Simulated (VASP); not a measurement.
# As (P4_2/mnm) in VASP: a series of runs

The runs below take As through single point, relaxation of cell and atoms, with PBE.

Program: VASP 6.6.1. These are calculated values, not measurements. Logs are shortened: lines on timing, memory, paths and dates and some standing lists are left out, and cuts for length are marked.

**1. The cell of the first run**

Symmetry: P4_2/mnm, No. 136, tetragonal system. Conventional cell: a = 5.082 Å, b = 5.082 Å, c = 2.999 Å, α = 90.00°, β = 90.00°, γ = 90.00°. As (site symmetry m2m) has 13 As at 2.98 to 3.63 Å within 3.9 Å.

**2. Single point, PBE**

Input file INCAR:

```
SYSTEM = As
ALGO = Normal
EDIFF = 1E-6
ENCUT = 520
GGA = PE
ISIF = 2
ISMEAR = 0
LASPH = .TRUE.
LCHARG = .FALSE.
LREAL = .FALSE.
LWAVE = .FALSE.
NBANDS = 18
NELM = 100
PREC = Accurate
SIGMA = 0.1
```

Input file KPOINTS:

```
k-points
0
G
  4 4 6
  0 0 0
```

Input file POSCAR:

```
As
1.0
    5.0823570639      0.0000000000      0.0000000000
    0.0000000000      5.0823570639      0.0000000000
    0.0000000000      0.0000000000      2.9988864026
As
4
Direct
    0.7874449496      0.7874449496      0.0000000000
    0.2125550504      0.2125550504      0.0000000000
    0.7125550504      0.2874449496      0.5000000000
    0.2874449496      0.7125550504      0.5000000000
```

Potentials or basis: VASP PAW PBE potentials, release 64 (As).

The run is started by

```sh
cat potpaw_PBE.64/As/POTCAR > POTCAR
mpirun -np 1 vasp_std > vasp.out
```

OUTCAR:

```text
SYSTEM = As
   EDIFF = 1E-6
   ENCUT = 520
   GGA = PE
   ISIF = 2
   ISMEAR = 0
   LASPH = .TRUE.
   LREAL = .FALSE.
   NELM = 100
   PREC = Accurate

 ion  position               nearest neighbor table
   1  0.787  0.787  0.000-
   2  0.213  0.213  0.000-
   3  0.713  0.287  0.500-
   4  0.287  0.713  0.500-

  LATTYP: Found a simple tetragonal cell.
 ALAT       =     5.0823570639
 C/A-ratio  =     0.5900581885

  Lattice vectors:

 A1 = (   5.0823570639,   0.0000000000,   0.0000000000)
 A2 = (   0.0000000000,   5.0823570639,   0.0000000000)
 A3 = (   0.0000000000,   0.0000000000,   2.9988864026)

Analysis of symmetry for initial positions (statically):
=====================================================================
 Subroutine PRICEL returns:
 Original cell was already a primitive cell.

 Routine SETGRP: Setting up the symmetry group for a
 simple tetragonal supercell.

 Subroutine GETGRP returns: Found 16 space group operations
 (whereof  8 operations were pure point group operations)
 out of a pool of 16 trial point group operations.

The static configuration has the point symmetry D_2h.
 The point group associated with its full space group is D_4h.

Analysis of symmetry for dynamics (positions and initial velocities):
=====================================================================
 Subroutine PRICEL returns:
 Original cell was already a primitive cell.

 Routine SETGRP: Setting up the symmetry group for a
 simple tetragonal supercell.

 Subroutine GETGRP returns: Found 16 space group operations
 (whereof  8 operations were pure point group operations)
 out of a pool of 16 trial point group operations.

The dynamic configuration has the point symmetry D_2h.
 The point group associated with its full space group is D_4h.

 Subroutine INISYM returns: Found 16 space group operations
 (whereof  8 operations are pure point group operations),
 and found     1 'primitive' translations

----------------------------------------------------------------------------------------

                                     Primitive cell

  volume of cell :      77.4623

  direct lattice vectors                    reciprocal lattice vectors
     5.082357064  0.000000000  0.000000000     0.196759100  0.000000000  0.000000000
     0.000000000  5.082357064  0.000000000     0.000000000  0.196759100  0.000000000
     0.000000000  0.000000000  2.998886403     0.000000000  0.000000000  0.333457112

  length of vectors
     5.082357064  5.082357064  2.998886403     0.196759100  0.196759100  0.333457112

  position of ions in fractional coordinates (direct lattice)
     0.787444950  0.787444950  0.000000000
     0.212555050  0.212555050  0.000000000
     0.712555050  0.287444950  0.500000000
     0.287444950  0.712555050  0.500000000

  ion indices of the primitive-cell ions
   primitive index   ion index
                 1           1
                 2           2
                 3           3
                 4           4

----------------------------------------------------------------------------------------

 KPOINTS: k-points

Automatic generation of k-mesh.
 Grid dimensions read from file:
 generate k-points for:    4    4    6

 Generating k-lattice:

  Cartesian coordinates                     Fractional coordinates (reciprocal lattice)
     0.049189775  0.000000000  0.000000000     0.250000000  0.000000000  0.000000000
     0.000000000  0.049189775  0.000000000     0.000000000  0.250000000  0.000000000
     0.000000000  0.000000000  0.055576185     0.000000000  0.000000000  0.166666667

  Length of vectors
     0.049189775  0.049189775  0.055576185

  Shift w.r.t. Gamma in fractional coordinates (k-lattice)
     0.000000000  0.000000000  0.000000000

 Subroutine IBZKPT returns following result:
 ===========================================

 Found     24 irreducible k-points:

 Following reciprocal coordinates:
            Coordinates               Weight
  0.000000  0.000000  0.000000      1.000000
  0.250000  0.000000  0.000000      4.000000
  0.500000  0.000000  0.000000      2.000000
  0.250000  0.250000  0.000000      4.000000
  0.500000  0.250000  0.000000      4.000000
  0.500000  0.500000  0.000000      1.000000
[... 16 lines left out ...]
  0.500000  0.250000  0.500000      4.000000
  0.500000  0.500000  0.500000      1.000000
   k-points           NKPTS =     24   k-points in BZ     NKDIM =     24   number of bands    NBANDS=     18
   number of dos      NEDOS =    301   number of ions     NIONS =      4
   total plane-waves  NPLWV =  38400
   dimension x,y,z NGX =    40 NGY =   40 NGZ =   24
   dimension x,y,z NGXF=    80 NGYF=   80 NGZF=   48
   ions per type =               4
   NGX,Y,Z   is equivalent  to a cutoff of  13.08, 13.08, 13.30 a.u.
   NGXF,Y,Z  is equivalent  to a cutoff of  26.17, 26.17, 26.61 a.u.
 SYSTEM =  As
   PREC   = accura    normal or accurate (medium, high low for compatibility)
   ISTART =      0    job   : 0-new  1-cont  2-samecut
   ICHARG =      2    charge: 1-file 2-atom 10-const
   ISPIN  =      1    spin polarized calculation?
   LNONCOLLINEAR =      F non collinear calculations
   LSORBIT =      F    spin-orbit coupling
   LASPH  =      T    aspherical Exc in radial PAW
   ENCUT  =  520.0 eV  38.22 Ry    6.18 a.u.   9.45  9.45  5.58*2*pi/ulx,y,z
   NELM   =    100;   NELMIN=  2; NELMDL= -5     # of ELM steps
   EDIFF  = 0.1E-05   stopping-criterion for ELM
   LREAL  =      F    real-space projection
   EDIFFG = 0.1E-04   stopping-criterion for IOM
   NSW    =      0    number of steps for IOM
   IBRION =     -1    ionic relax: 0-MD 1-quasi-New 2-CG
   NFREE  =      0    steps in history (QN), initial steepest desc. (CG)
   ISIF   =      2    stress and relaxation
   ISYM   =      2    0-nonsym 1-usesym 2-fastsym
   POTIM  = 0.5000    time-step for ionic-motion
   TEBEG  =    0.0;   TEEND  =   0.0 temperature during run
   PSTRESS=    0.0 pullay stress
   NELECT =      20.0000    total number of electrons
   NUPDOWN=      -1.0000    fix difference up-down
   EMIN   =  10.00;   EMAX   =-10.00  energy-range for DOS
   EFERMI =   0.00;   METHOD = LEGACY
   ISMEAR =     0;   SIGMA  =   0.10  broadening in eV -4-tet -1-fermi 0-gaus
   EFERMI_NEDOS =   21; number of points for ismear=-14 and -15
   IALGO  =     38    algorithm
   IMIX   =      4    mixing-type and parameters
     AMIX     =   0.40;   BMIX     =  1.00
     AMIX_MAG =   1.60;   BMIX_MAG =  1.00
  volume/ion in A,a.u.               =      19.37       130.69
  Fermi-wavevector in a.u.,A,eV,Ry     =   1.042449  1.969942 14.785443  1.086699
  Thomas-Fermi vector in A             =   2.177114
   LORBIT       =      0    0 simple, 1 ext, 2 COOP (PROOUT), +10 PAW based schemes
   GGA     = PE    functional components
   LHFCALC =     F    Hartree Fock is set to
   AEXX    =    0.0000 exact exchange contribution
   IVDW    =     0    specifies the selected vdW correction
   LEPSILON=     F    determine dielectric tensor
   LRPA    =     F    only Hartree local field effects (RPA)
 non-spin polarized calculation
 Gauss-broadening in eV      SIGMA  =   0.10
  energy-cutoff  :      520.00
  volume of cell :       77.46
 maximum number of plane-waves:      2108
 NGX is ok and might be reduce to    40
   NGX = 19   NGY = 19   NGZ = 11

 number of electron      20.0000005 magnetization

 Free energy of the ion-electron system (eV)
  ---------------------------------------------------
  ext. energy  EPLUGINS =         0.00000000
  ---------------------------------------------------
  free energy    TOTEN  =       -16.86020628 eV

  energy without entropy =      -16.85503952  energy(sigma->0) =      -16.85762290

 E-fermi :   6.3495     XC(G=0): -10.6923

 val. band max:        6.2495874833   @ k =   0.5000   0.5000   0.1667
 cond. band min:       6.4342251128   @ k =   0.2500   0.2500   0.3333
 fundamental gap:      0.1846376294
 Fermi energy:         6.3494635514

 k-point     1 :       0.0000    0.0000    0.0000
  band No.  band energies     occupation
      1      -8.6638      2.00000
      2      -4.6946      2.00000
      3      -4.6946      2.00000
      4      -2.2811      2.00000
      5      -0.1038      2.00000
      6       0.3844      2.00000
[... 10 lines left out ...]
     17      12.5258      0.00000
     18      13.3522      0.00000

 k-point     2 :       0.2500    0.0000    0.0000
  band No.  band energies     occupation
      1      -8.3293      2.00000
      2      -5.8412      2.00000
      3      -4.3886      2.00000
      4      -2.4511      2.00000
      5       0.0196      2.00000
      6       1.4669      2.00000
[... 10 lines left out ...]
     17      12.3086      0.00000
     18      13.1705      0.00000

 k-point     3 :       0.5000    0.0000    0.0000
  band No.  band energies     occupation
      1      -7.3467      2.00000
      2      -7.3467      2.00000
      3      -3.5225      2.00000
      4      -3.5225      2.00000
      5       0.7487      2.00000
      6       0.7487      2.00000
[... 10 lines left out ...]
     17      13.6604      0.00000
     18      13.6604      0.00000

 k-point     4 :       0.2500    0.2500    0.0000
  band No.  band energies     occupation
      1      -7.9960      2.00000
      2      -5.6361      2.00000
      3      -5.3914      2.00000
      4      -3.2251      2.00000
      5       1.3157      2.00000
      6       1.8522      2.00000
[... 375 lines left out ...]
      4      -2.9486      2.00000
      5       0.5774      2.00000
      6       0.9298      2.00000
[... 10 lines left out ...]
     17      14.3249      0.00000
     18      14.3805      0.00000

 k-point    23 :       0.5000    0.2500    0.5000
  band No.  band energies     occupation
      1      -3.9570      2.00000
      2      -3.9570      2.00000
      3      -3.3743      2.00000
      4      -3.3743      2.00000
      5       0.6062      2.00000
      6       0.6062      2.00000
[... 10 lines left out ...]
     17      13.3266      0.00000
     18      13.3266      0.00000

 k-point    24 :       0.5000    0.5000    0.5000
  band No.  band energies     occupation
      1      -3.7003      2.00000
      2      -3.7003      2.00000
      3      -3.2977      2.00000
      4      -3.2977      2.00000
      5       0.0756      2.00000
      6       0.0756      2.00000
[... 10 lines left out ...]
     17      13.4171      0.00000
     18      13.4207      0.00000

------------------------ aborting loop because EDIFF is reached ----------------------------------------

  FORCE on cell =-STRESS in cart. coord.  units (eV):
  Direction    XX          YY          ZZ          XY          YZ          ZX
  --------------------------------------------------------------------------------------
  -------------------------------------------------------------------------------------
  Total       -0.0830938     -0.0830938      0.1284552      0.0000000      0.0000000      0.0000000
  in kB       -1.7186556     -1.7186556      2.6568800      0.0000000      0.0000000      0.0000000
  external PRESSURE =      -0.2601437 kB  Pullay stress =       0.0000000 kB

 VOLUME and BASIS-vectors are now :
 -----------------------------------------------------------------------------
  energy-cutoff  :      520.00
  volume of cell :       77.46
      direct lattice vectors                 reciprocal lattice vectors
     5.082357064  0.000000000  0.000000000     0.196759100  0.000000000  0.000000000
     0.000000000  5.082357064  0.000000000     0.000000000  0.196759100  0.000000000
     0.000000000  0.000000000  2.998886403     0.000000000  0.000000000  0.333457112

 POSITION                                       TOTAL-FORCE (eV/Angst)
 -----------------------------------------------------------------------------------
      4.00208      4.00208      0.00000        -0.020928     -0.020928      0.000000
      1.08028      1.08028      0.00000         0.020928      0.020928     -0.000000
      3.62146      1.46090      1.49944         0.020928     -0.020928      0.000000
      1.46090      3.62146      1.49944        -0.020928      0.020928     -0.000000
 -----------------------------------------------------------------------------------
    total drift:                                0.000000      0.000000      0.000000

  FREE ENERGIE OF THE ION-ELECTRON SYSTEM (eV)
  ---------------------------------------------------
  free  energy   TOTEN  =       -16.8602062764 eV

  energy  without entropy=      -16.8550395160  energy(sigma->0) =      -16.85762290
```

Wall time 18 s (1 thread of Intel Xeon Platinum 8259CL at 2.50GHz (Skylake/Cascade Lake), shared host); peak memory 0.19 GiB.

Results:

* Free energy: -16.8602 eV
* Pressure: 0.0 GPa
* Largest force: 0.030 eV/Å
* Band gap on the k mesh: zero (bands 10 and 11 overlap by 3.83 eV)

Forces on the atoms (eV/Å):
```
As  -0.021 -0.021  0.000
As   0.021  0.021  0.000
As   0.021 -0.021  0.000
As  -0.021  0.021  0.000
```

**3. Single point, PBE**

This run uses another cell than the first one, of 21.53 Å³/atom.

Input file INCAR:

```
  PREC = Accurate
  ENCUT = 520
  EDIFF = 1E-6
  ISMEAR = 0
  SIGMA = 0.1
  LREAL = False
  LASPH = True
  NELM = 100
  ALGO = Normal
  ISIF = 2
  LWAVE = False
  LCHARG = True
  GGA = PE
  LELF = True
  LVHAR = True
  NBANDS = 18
```

Input file KPOINTS:

```
Automatic mesh
0
Gamma
  4 4 6
```

Input file POSCAR:

```
As
1.0
    5.2103367200      0.0000000000      0.0000000000
    0.0000000000      5.2103367200      0.0000000000
    0.0000000000      0.0000000000      3.1723584700
As
4
Direct
    0.7974080100      0.7974080100      0.0000000000
    0.2025919900      0.2025919900      0.0000000000
    0.7025919900      0.2974080100      0.5000000000
    0.2974080100      0.7025919900      0.5000000000
```

Potentials or basis: VASP PAW PBE potentials, release 64 (As).

The run is started by

```sh
cat potpaw_PBE.64/As/POTCAR > POTCAR
mpirun -np 1 vasp_std > vasp.out
```

OUTCAR:

```text
PREC = Accurate
   ENCUT = 520
   EDIFF = 1E-6
   ISMEAR = 0
   LREAL = False
   LASPH = True
   NELM = 100
   ISIF = 2
   GGA = PE

 ion  position               nearest neighbor table
   1  0.797  0.797  0.000-
   2  0.203  0.203  0.000-
   3  0.703  0.297  0.500-
   4  0.297  0.703  0.500-

  LATTYP: Found a simple tetragonal cell.
 ALAT       =     5.2103367200
[... 700 lines left out ...]

  FORCE on cell =-STRESS in cart. coord.  units (eV):
  Direction    XX          YY          ZZ          XY          YZ          ZX
  --------------------------------------------------------------------------------------
  -------------------------------------------------------------------------------------
  Total       -3.3491410     -3.3491410     -4.4986793      0.0000000      0.0000000      0.0000000
  in kB      -62.3060448    -62.3060448    -83.6915818      0.0000000      0.0000000      0.0000000
  external PRESSURE =     -69.4345571 kB  Pullay stress =       0.0000000 kB

 VOLUME and BASIS-vectors are now :
 -----------------------------------------------------------------------------
  energy-cutoff  :      520.00
  volume of cell :       86.12
      direct lattice vectors                 reciprocal lattice vectors
     5.210336720  0.000000000  0.000000000     0.191926176  0.000000000  0.000000000
     0.000000000  5.210336720  0.000000000     0.000000000  0.191926176  0.000000000
     0.000000000  0.000000000  3.172358470     0.000000000  0.000000000  0.315222888

 POSITION                                       TOTAL-FORCE (eV/Angst)
 -----------------------------------------------------------------------------------
      4.15476      4.15476      0.00000        -0.064629     -0.064629     -0.000000
      1.05557      1.05557      0.00000         0.064629      0.064629      0.000000
      3.66074      1.54960      1.58618         0.064629     -0.064629     -0.000000
      1.54960      3.66074      1.58618        -0.064629      0.064629     -0.000000
 -----------------------------------------------------------------------------------
    total drift:                                0.000000     -0.000000     -0.000000

  FREE ENERGIE OF THE ION-ELECTRON SYSTEM (eV)
  ---------------------------------------------------
  free  energy   TOTEN  =       -16.6178708687 eV

  energy  without entropy=      -16.6096138706  energy(sigma->0) =      -16.61374237
```

stdout:

```text
POSCAR found type information on POSCAR As
 POSCAR found :  1 types and       4 ions
 scaLAPACK will be used
 LDA part: xc-table for (Slater+PW92), standard interpolation
 POSCAR, INCAR and KPOINTS ok, starting setup
 FFT: planning ... GRIDC
 FFT: planning ... GRID_SOFT
 FFT: planning ... GRID
 WAVECAR not read
 entering main loop
```

It took 19 s on 1 thread of Intel Xeon Platinum 8259CL at 2.50GHz (Skylake/Cascade Lake), shared host; peak memory 0.19 GiB.

What came out:

```
Free energy            : -16.6179 eV
Pressure               : -6.9 GPa
Largest force          : 0.091 eV/Å
Band gap on the k mesh : zero (bands 10 and 11 overlap by 3.11 eV)
```

Forces in eV/Å, atoms in the order of the input:
```
As  -0.065 -0.065  0.000
As   0.065  0.065  0.000
As   0.065 -0.065  0.000
As  -0.065  0.065  0.000
```

Caveat: the cell stands under tension.

(Continued in part 2 of 2.)
